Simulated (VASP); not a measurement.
# C (Amm2) in VASP: notebook

Runs on C. Level: PBE. Tasks: single point.

All numbers are computed with VASP 6.6.1; they aren't measurements. Logs are shortened: lines on timing, memory, paths and dates and some standing lists are left out, and cuts for length are marked.

## Step 1: The cell of the first run

The structure is orthorhombic, space group Amm2 (No. 38). Conventional cell: a = 8.166 Å, b = 2.476 Å, c = 4.289 Å, α = 90.00°, β = 90.00°, γ = 90.00°. Within 2.0 Å of C (site symmetry m) lie 4 C at 1.50 to 1.56 Å. Within 2.0 Å of C (site symmetry m) lie 4 C at 1.47 to 1.54 Å. Within 2.0 Å of C (site symmetry m) lie 4 C at 1.50 to 1.56 Å. C (site symmetry m) has 4 C at 1.47 to 1.54 Å within 2.0 Å.

## Step 2: Single point, PBE (atoms displaced along a vibrational mode, the cell strained)

File INCAR:

```
PREC = Accurate
ENCUT = 520
EDIFF = 1E-6
ISMEAR = 0
SIGMA = 0.05
LREAL = F
LASPH = T
NELM = 80
ALGO = Normal
ISIF = 2
LWAVE = F
LCHARG = F
GGA = PE
NBANDS = 26
```

File KPOINTS:

```
regular mesh
0
Gamma
  12 12 4
```

File POSCAR:

```
C
1.0
    2.4760125462      0.0000000000      0.0000000000
   -1.2380062731      2.1442897651      0.0000000000
    0.0000000000      0.0000000000      8.1660035800
C
8
Direct
   -0.0055028011     -0.0110056021      0.0929732494
   -0.0055028011     -0.0110056021      0.5929732494
   -0.0055028011     -0.0110056021      0.4070267506
   -0.0055028011     -0.0110056021      0.9070267506
    0.3388361344      0.6776722688      0.1555299995
    0.6721694677      0.3443389355      0.6555299995
    0.3388361344      0.6776722688      0.3444700005
    0.6721694677      0.3443389355      0.8444700005
```

Potentials or basis: VASP PAW PBE potentials, release 64 (C).

The run is started by

```sh
> cat potpaw_PBE.64/C/POTCAR > POTCAR
> mpirun -np 1 vasp_std > vasp.out
```

OUTCAR:

```text
PREC = Accurate
   ENCUT = 520
   EDIFF = 1E-6
   ISMEAR = 0
   LREAL = F
   LASPH = T
   NELM = 80
   ISIF = 2
   GGA = PE

 ion  position               nearest neighbor table
   1  0.994  0.989  0.093-   5 1.50   5 1.50   4 1.52   5 1.56
   2  0.994  0.989  0.593-   6 1.47   3 1.52   6 1.54   6 1.54
   3  0.994  0.989  0.407-   7 1.50   7 1.50   2 1.52   7 1.56
   4  0.994  0.989  0.907-   8 1.47   1 1.52   8 1.54   8 1.54
   5  0.339  0.678  0.156-   1 1.50   1 1.50   7 1.54   1 1.56
   6  0.672  0.344  0.656-   2 1.47   2 1.54   2 1.54   8 1.54
   7  0.339  0.678  0.344-   3 1.50   3 1.50   5 1.54   3 1.56
   8  0.672  0.344  0.844-   4 1.47   4 1.54   4 1.54   6 1.54

  LATTYP: Found a hexagonal cell.
 ALAT       =     2.4760125462
 C/A-ratio  =     3.2980461236

  Lattice vectors:

 A1 = (   2.4760125462,   0.0000000000,   0.0000000000)
 A2 = (  -1.2380062731,   2.1442897651,   0.0000000000)
 A3 = (   0.0000000000,   0.0000000000,   8.1660035800)

Analysis of symmetry for initial positions (statically):
=====================================================================
 Subroutine PRICEL returns:
 Original cell was already a primitive cell.

 Routine SETGRP: Setting up the symmetry group for a
 hexagonal supercell.

 Subroutine GETGRP returns: Found  4 space group operations
 (whereof  2 operations were pure point group operations)
 out of a pool of 24 trial point group operations.

The static configuration has the point symmetry C_1h.
 The point group associated with its full space group is C_2v.

Analysis of symmetry for dynamics (positions and initial velocities):
=====================================================================
 Subroutine PRICEL returns:
 Original cell was already a primitive cell.

 Routine SETGRP: Setting up the symmetry group for a
 hexagonal supercell.

 Subroutine GETGRP returns: Found  4 space group operations
 (whereof  2 operations were pure point group operations)
 out of a pool of 24 trial point group operations.

The dynamic configuration has the point symmetry C_1h.
 The point group associated with its full space group is C_2v.

 Subroutine INISYM returns: Found  4 space group operations
 (whereof  2 operations are pure point group operations),
 and found     1 'primitive' translations

----------------------------------------------------------------------------------------

                                     Primitive cell

  volume of cell :      43.3557

[... 107 lines left out ...]
   ISYM   =      2    0-nonsym 1-usesym 2-fastsym
   POTIM  = 0.5000    time-step for ionic-motion
   TEBEG  =    0.0;   TEEND  =   0.0 temperature during run
   PSTRESS=    0.0 pullay stress
   NELECT =      32.0000    total number of electrons
   NUPDOWN=      -1.0000    fix difference up-down
   EMIN   =  10.00;   EMAX   =-10.00  energy-range for DOS
   EFERMI =   0.00;   METHOD = LEGACY
   ISMEAR =     0;   SIGMA  =   0.05  broadening in eV -4-tet -1-fermi 0-gaus
   EFERMI_NEDOS =   21; number of points for ismear=-14 and -15
   IALGO  =     38    algorithm
   IMIX   =      4    mixing-type and parameters
     AMIX     =   0.40;   BMIX     =  1.00
     AMIX_MAG =   1.60;   BMIX_MAG =  1.00
  volume/ion in A,a.u.               =       5.42        36.57
  Fermi-wavevector in a.u.,A,eV,Ry     =   1.479481  2.795815 29.781322  2.188865
  Thomas-Fermi vector in A             =   2.593634
   LORBIT       =      0    0 simple, 1 ext, 2 COOP (PROOUT), +10 PAW based schemes
   GGA     = PE    functional components
   LHFCALC =     F    Hartree Fock is set to
   AEXX    =    0.0000 exact exchange contribution
   IVDW    =     0    specifies the selected vdW correction
   LEPSILON=     F    determine dielectric tensor
   LRPA    =     F    only Hartree local field effects (RPA)
 non-spin polarized calculation
 Gauss-broadening in eV      SIGMA  =   0.05
  energy-cutoff  :      520.00
  volume of cell :       43.36
 maximum number of plane-waves:      1190
   NGX =  9   NGY =  9   NGZ = 31

 number of electron      31.9999999 magnetization

 Free energy of the ion-electron system (eV)
  ---------------------------------------------------
  ext. energy  EPLUGINS =         0.00000000
  ---------------------------------------------------
  free energy    TOTEN  =       -72.33587921 eV

  energy without entropy =      -72.33587921  energy(sigma->0) =      -72.33587921

 E-fermi :  10.9292     XC(G=0): -13.4784

 val. band max:       10.7134688096   @ k =   0.0000   0.0000   0.0000
 cond. band min:      15.0718825930   @ k =   0.4167  -0.0000   0.0000
 fundamental gap:      4.3584137834
 Fermi energy:        10.9291759724

 k-point     1 :       0.0000    0.0000    0.0000
  band No.  band energies     occupation
      1     -11.7198      2.00000
      2     -10.0235      2.00000
      3      -9.9182      2.00000
      4      -5.7900      2.00000
      5      -3.5083      2.00000
      6       3.4480      2.00000
[... 685 lines left out ...]
     25      22.1538      0.00000
     26      22.7896      0.00000

 [... further k-points ...]

------------------------ aborting loop because EDIFF is reached ----------------------------------------

  FORCE on cell =-STRESS in cart. coord.  units (eV):
  Direction    XX          YY          ZZ          XY          YZ          ZX
  --------------------------------------------------------------------------------------
  -------------------------------------------------------------------------------------
  Total        6.9229459      7.1724752      6.9128686      0.0000000      0.0000000      0.0000000
  in kB      255.8324562    265.0536302    255.4600557      0.0000000      0.0000000      0.0000000
  external PRESSURE =     258.7820474 kB  Pullay stress =       0.0000000 kB

 VOLUME and BASIS-vectors are now :
 -----------------------------------------------------------------------------
  energy-cutoff  :      520.00
  volume of cell :       43.36
      direct lattice vectors                 reciprocal lattice vectors
     2.476012546  0.000000000  0.000000000     0.403875175  0.233177441  0.000000000
    -1.238006273  2.144289765  0.000000000     0.000000000  0.466354882  0.000000000
     0.000000000  0.000000000  8.166003580     0.000000000  0.000000000  0.122458923

 POSITION                                       TOTAL-FORCE (eV/Angst)
 -----------------------------------------------------------------------------------
      1.23801      2.12069      0.75922         0.000000      1.570196     -0.102390
      1.23801      2.12069      4.84222        -0.000000      1.780692     -0.110234
      1.23801      2.12069      3.32378         0.000000      1.570196      0.102390
      1.23801      2.12069      7.40678        -0.000000      1.780692      0.110234
     -0.00000      1.45313      1.27006         0.000000     -1.571328      0.134063
      1.23801      0.73836      5.35306         0.000000     -1.779560      0.141811
     -0.00000      1.45313      2.81294         0.000000     -1.571328     -0.134063
      1.23801      0.73836      6.89595         0.000000     -1.779560     -0.141811
 -----------------------------------------------------------------------------------
    total drift:                                0.000000     -0.000090     -0.000000

  FREE ENERGIE OF THE ION-ELECTRON SYSTEM (eV)
  ---------------------------------------------------
  free  energy   TOTEN  =       -72.3358792094 eV

  energy  without entropy=      -72.3358792094  energy(sigma->0) =      -72.33587921
```

OSZICAR:

```text
N       E                     dE             d eps       ncg     rms          rms(c)
DAV:   1     0.651598162873E+02    0.65160E+02   -0.16676E+04  6708   0.120E+03
DAV:   2    -0.702522966509E+02   -0.13541E+03   -0.12717E+03  8934   0.233E+02
DAV:   3    -0.752396204315E+02   -0.49873E+01   -0.49478E+01  9086   0.393E+01
DAV:   4    -0.752824657863E+02   -0.42845E-01   -0.42788E-01  8442   0.406E+00
DAV:   5    -0.752831388002E+02   -0.67301E-03   -0.67233E-03  8954   0.466E-01    0.118E+01
DAV:   6    -0.730716700377E+02    0.22115E+01   -0.14176E+00  7634   0.651E+00    0.705E+00
DAV:   7    -0.723318125665E+02    0.73986E+00   -0.17113E+00  8060   0.738E+00    0.157E+00
DAV:   8    -0.723356548388E+02   -0.38423E-02   -0.41431E-02  8576   0.112E+00    0.105E-01
DAV:   9    -0.723358023230E+02   -0.14748E-03   -0.68779E-04  8854   0.174E-01    0.349E-02
DAV:  10    -0.723358631037E+02   -0.60781E-04   -0.63210E-05  8140   0.530E-02    0.145E-02
DAV:  11    -0.723358786442E+02   -0.15541E-04   -0.11487E-05  8304   0.239E-02    0.262E-03
DAV:  12    -0.723358792094E+02   -0.56518E-06   -0.68542E-07  6276   0.580E-03
   1 F= -.72335879E+02 E0= -.72335879E+02  d E =-.471183E-12
```

It took 56 s on 1 thread of AMD EPYC 9R45 (Zen 5), shared host; peak memory 0.18 GiB.

What came out:

| Item | Value |
| --- | --- |
| Free energy | -72.3359 eV |
| Pressure | 25.9 GPa |
| Largest force | 1.785 eV/Å |
| Band gap on the k mesh | 4.36 eV (least direct gap 4.99 eV) |

Forces in eV/Å, atoms in the order of the input:
```
C    0.000  1.570 -0.102
C    0.000  1.781 -0.110
C    0.000  1.570  0.102
C    0.000  1.781  0.110
C    0.000 -1.571  0.134
C    0.000 -1.780  0.142
C    0.000 -1.571 -0.134
C    0.000 -1.780 -0.142
```

Levels at points of the mesh, in eV from the valence-band top:
| k point | band 14 | band 15 | band 16 | band 17 | band 18 | band 19 |
| --- | --- | --- | --- | --- | --- | --- |
| (0.00, 0.00, 0.00) | -0.40 | -0.01 | 0.00 | 4.99 | 5.02 | 5.40 |
| (0.50, 0.00, 0.00) | -4.97 | -4.01 | -3.24 | 4.39 | 5.56 | 5.87 |
| (0.00, 0.50, 0.00) | -5.05 | -4.03 | -3.26 | 4.52 | 5.56 | 5.95 |
| (0.00, 0.00, 0.50) | -1.16 | -0.39 | -0.38 | 5.41 | 5.44 | 6.44 |
| (0.50, 0.00, 0.50) | -4.94 | -4.05 | -3.89 | 4.71 | 4.82 | 6.76 |
| (0.00, 0.50, 0.50) | -4.81 | -4.17 | -3.85 | 4.77 | 5.00 | 6.55 |

Caveat: the cell differs from its parent crystal (atoms displaced along a vibrational mode, the cell strained); the cell stands under pressure; forces of over 1 eV/Å act on the atoms, so gaps and moduli don't describe the material at rest.

## Step 3: Single point, PBE (atoms displaced along a vibrational mode, the cell strained)

INCAR is that of step 2.

File KPOINTS:

```
Automatic mesh
0
Gamma
  12 12 4
```

File POSCAR:

```
C
1.0
    2.4760125462      0.0000000000      0.0000000000
   -1.2380062731      2.1442897651      0.0000000000
    0.0000000000      0.0000000000      8.1660035800
C
8
Direct
   -0.0110056021     -0.0220112043      0.0929732494
   -0.0110056021     -0.0220112043      0.5929732494
   -0.0110056021     -0.0220112043      0.4070267506
   -0.0110056021     -0.0220112043      0.9070267506
    0.3443389355      0.6886778709      0.1555299995
    0.6776722688      0.3553445376      0.6555299995
    0.3443389355      0.6886778709      0.3444700005
    0.6776722688      0.3553445376      0.8444700005
```

Potentials or basis: VASP PAW PBE potentials, release 64 (C).

The run is started by

```sh
> cat potpaw_PBE.64/C/POTCAR > POTCAR
> mpirun -np 1 vasp_std > vasp.out
```

Wall time 56 s (1 thread of AMD EPYC 9R45 (Zen 5), shared host); peak memory 0.18 GiB.

It converged, with:

- Free energy: -71.8619 eV
- Pressure: 28.8 GPa
- Largest force: 3.789 eV/Å
- Band gap on the k mesh: 3.60 eV (least direct gap 4.04 eV)

Forces in eV/Å, atoms in the order of the input:
```
C    0.000  2.920 -0.333
C    0.000  3.768 -0.396
C    0.000  2.920  0.333
C    0.000  3.768  0.396
C    0.000 -2.924  0.378
C    0.000 -3.764  0.440
C    0.000 -2.924 -0.378
C    0.000 -3.764 -0.440
```

Stress tensor (GPa, compression positive):
```
27.70  0.00  0.00
 0.00 31.50  0.00
 0.00  0.00 27.29
```

Levels at points of the mesh, in eV from the valence-band top:
| k point | band 12 | band 13 | band 14 | band 15 | band 16 | band 17 | band 18 | band 19 | band 20 | band 21 |
| --- | --- | --- | --- | --- | --- | --- | --- | --- | --- | --- |
| (0.00, 0.00, 0.00) | -1.88 | -1.87 | -0.77 | -0.04 | 0.00 | 4.04 | 4.12 | 4.92 | 6.40 | 6.52 |
| (0.50, 0.00, 0.00) | -6.03 | -5.63 | -5.25 | -4.39 | -3.56 | 3.60 | 5.13 | 5.19 | 5.21 | 6.33 |
| (0.00, 0.50, 0.00) | -5.99 | -5.70 | -5.51 | -4.46 | -3.65 | 4.05 | 5.12 | 5.48 | 5.64 | 6.34 |
| (0.00, 0.00, 0.50) | -2.89 | -1.57 | -1.52 | -0.28 | -0.25 | 4.32 | 4.39 | 5.92 | 6.10 | 6.22 |
| (0.50, 0.00, 0.50) | -6.81 | -5.70 | -5.17 | -4.45 | -4.14 | 3.93 | 4.13 | 6.14 | 6.60 | 7.02 |
| (0.00, 0.50, 0.50) | -6.69 | -6.12 | -4.95 | -4.74 | -4.13 | 4.22 | 4.67 | 5.70 | 6.78 | 7.44 |

Caveat: the cell differs from its parent crystal (atoms displaced along a vibrational mode, the cell strained); the cell stands under pressure; forces of over 1 eV/Å act on the atoms, so gaps and moduli don't describe the material at rest. A k mesh can miss the band edges.
